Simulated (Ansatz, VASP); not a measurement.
**Ga2Sb3 in VASP and in Ansatz**

```
Ga Sb
1.0
     1.95745    1.13013    9.07376
    -1.95745    1.13013    9.07376
     0.00000   -2.26027    9.07376
Ga Sb
2 3
Direct
  0.40000 0.40000 0.40000
  0.60000 0.60000 0.60000
  0.00000 0.00000 0.00000
  0.20950 0.20950 0.20950
  0.79050 0.79050 0.79050
```

Alike in both runs: task relaxation of cell and atoms; functional PBE; k mesh 6 × 6 × 6; occupations gaussian, width 0.1 eV; no spin polarisation.

```csv
,VASP,Ansatz
version,VASP 6.6.1,Ansatz 0.2.0
potentials or method,"VASP PAW PBE potentials, release 64 (Ga_d, Sb), cutoff 600 eV","scalar-relativistic, plane waves, PAW"
valence electrons in the cell,41,71
```

Ansatz gave:

```
gap on the k mesh at the Fermi level, each at its own relaxed structure (eV) : none
relaxed volume (Å³/atom)                                                     : 26.42
relaxed cell length with the largest relative difference (Å)                 : 8.850
```

Problem. What did VASP give for the same quantities?

Solution. gap on the k mesh at the Fermi level, each at its own relaxed structure (eV): none; relaxed volume (Å³/atom): 26.48; relaxed cell length with the largest relative difference (Å): 8.840.

A gap of «none» marks a metal or a gap that the smearing closes. VASP's potentials hold 41 valence electrons a cell and Ansatz's 71, so a difference there can come from the potentials and not from the codes.

Spin-orbit coupling is off throughout.
